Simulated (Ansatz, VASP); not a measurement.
# TiTe2: VASP beside Ansatz

```xyz
3
Lattice="3.8082 0.0000 0.0000 -1.9041 3.2980 0.0000 0.0000 0.0000 6.5517" Properties=species:S:1:pos:R:3 pbc="T T T"
Ti    0.0000    0.0000    0.0000
Te    1.9041    1.0993    1.7218
Te    0.0000    2.1987    4.8299
```

Alike in both runs: task single point; functional PBE; k mesh 10 × 10 × 5; no spin polarisation.

```csv
,VASP,Ansatz
version,VASP 6.6.1,Ansatz 0.2.0
potentials or method,"VASP PAW PBE potentials, release 64 (Ti_sv, Te), cutoff 520 eV","plane waves, PAW"
occupations,"fermi-dirac, width 0.1 eV",fermi-dirac
valence electrons in the cell,24,44
```

|  | VASP | Ansatz | Ansatz less VASP |
| --- | --- | --- | --- |
| pressure (GPa) | -0.6 | -0.6 | +0.01 |
| traceless stress, the component that is largest in VASP (GPa) | 0.48 | 0.48 | -0.006 |

VASP's potentials hold 24 valence electrons a cell and Ansatz's 44, so a difference there can come from the potentials and not from the codes. Ansatz's warnings: stress scf threshold loose.

Neither program's run includes spin-orbit coupling.
